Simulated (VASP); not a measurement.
A run of VASP 6.6.1:

Contents of POSCAR:

```
Cs
1.0
   -3.0858070191      3.0858070191      3.0858070191
    3.0858070191     -3.0858070191      3.0858070191
    3.0858070191      3.0858070191     -3.0858070191
Cs
1
Direct
    0.0000000000      0.0000000000      0.0000000000
```

File INCAR.step1:

```
ALGO = Fast
EDIFF = 1E-6
ENCUT = 520
GGA = PE
ISIF = 2
ISMEAR = 0
LASPH = True
LCHARG = True
LREAL = False
LWAVE = False
NBANDS = 10
NELM = 60
PREC = Accurate
SIGMA = 0.05
```

KPOINTS.step1

```
k-points
0
Gamma
  10 10 10
```

File INCAR.step2:

```
ALGO = Fast
EDIFF = 1E-6
ENCUT = 520
GGA = PE
ICHARG = 11
ISIF = 2
ISMEAR = -5
LASPH = True
LCHARG = False
LORBIT = 11
LREAL = False
LWAVE = False
NEDOS = 2001
NELM = 60
PREC = Accurate
SIGMA = 0.05
```

KPOINTS.step2

```
k-points
0
Gamma
  15 15 15
```

Potentials or basis: VASP PAW PBE potentials, release 64 (Cs_sv).

The run is started by

```bash
$ cat potpaw_PBE.64/Cs_sv/POTCAR > POTCAR
$ cp INCAR.step1 INCAR
$ cp KPOINTS.step1 KPOINTS
$ mpirun -np 1 vasp_std > vasp.out
$ cp INCAR.step2 INCAR
$ cp KPOINTS.step2 KPOINTS
$ mpirun -np 1 vasp_std > vasp.out
```

Hardware: 1 thread of Intel(R) Xeon(R) Platinum 8175M CPU @ 2.50GHz (Skylake/Cascade Lake), with other jobs on the host.

Estimate the wall time of this run.

It took 70 s on 1 thread of Intel(R) Xeon(R) Platinum 8175M CPU @ 2.50GHz (Skylake/Cascade Lake) (shared host), peak memory 0.3 GiB. Counts: k points 120.
